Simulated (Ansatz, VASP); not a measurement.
CoSn2: VASP beside Ansatz

INCAR

```
SYSTEM = CoSn2
PREC = Accurate ; ENCUT = 520
EDIFF = 1E-6 ; ISMEAR = 0
SIGMA = 0.15 ; LREAL = .False.
LASPH = .True. ; NELM = 60
ALGO = Fast ; ISIF = 2
LWAVE = .False. ; LCHARG = .False.
GGA = PS ; NBANDS = 46
```

The input KPOINTS:

```
regular mesh
0
Gamma
  8 8 8
  0 0 0
```

POSCAR

```
CoSn2
1.0
   -3.1397850674      3.1397850674      2.6987582830
    3.1397850674     -3.1397850674      2.6987582830
    3.1397850674      3.1397850674     -2.6987582830
Co Sn
2 4
Direct
    0.2500000000      0.2500000000      0.0000000000
    0.7500000000      0.7500000000      0.0000000000
    0.6663276314      0.1663276314      0.8326552628
    0.1663276314      0.3336723686      0.5000000000
    0.3336723686      0.8336723686      0.1673447372
    0.8336723686      0.6663276314      0.5000000000
```

Input for Ansatz:

```yaml
crystal:
  lattice:
    - [-3.1397850674, 3.1397850674, 2.698758283]
    - [3.1397850674, -3.1397850674, 2.698758283]
    - [3.1397850674, 3.1397850674, -2.698758283]
  atoms:
    - { symbol: Co, position: [0.25, 0.25, 0.0] }
    - { symbol: Co, position: [0.75, 0.75, 0.0] }
    - { symbol: Sn, position: [0.6663276314, 0.1663276314, 0.8326552628] }
    - { symbol: Sn, position: [0.1663276314, 0.3336723686, 0.5] }
    - { symbol: Sn, position: [0.3336723686, 0.8336723686, 0.1673447372] }
    - { symbol: Sn, position: [0.8336723686, 0.6663276314, 0.5] }
basis:
  ecutwfc: 420
kpoints:
  mp_grid: { grid: [8, 8, 8] }
hamiltonian:
  xc: pbesol
scf:
  occupations: { method: gaussian, width: 0.15 }
output:
  forces: true
  stress: true
  eigenvalues: true
```

Alike in both runs: task single point; functional PBEsol; k mesh 8 × 8 × 8; occupations gaussian, width 0.15 eV; no spin polarisation.

```csv
,VASP,Ansatz
version,VASP 6.6.1,Ansatz 0.2.0
potentials or method,"VASP PAW PBE potentials, release 64 (Co, Sn_d), cutoff 520 eV","scalar-relativistic, plane waves, PAW"
valence electrons in the cell,74,90
```

Ansatz gave:

```
gap on the k mesh at the Fermi level (eV)                     : none
pressure (GPa)                                                : 0.0
traceless stress, the component that is largest in VASP (GPa) : 0.06
```

**Question.** Estimate VASP's values.

**Answer.** gap on the k mesh at the Fermi level (eV): none; pressure (GPa): 0.0; traceless stress, the component that is largest in VASP (GPa): 0.09.

VASP's potentials were made for PBE, not for PBEsol. A gap of «none» marks a metal or a gap that the smearing closes. VASP's potentials hold 74 valence electrons a cell and Ansatz's 90, so a difference there can come from the potentials and not from the codes.
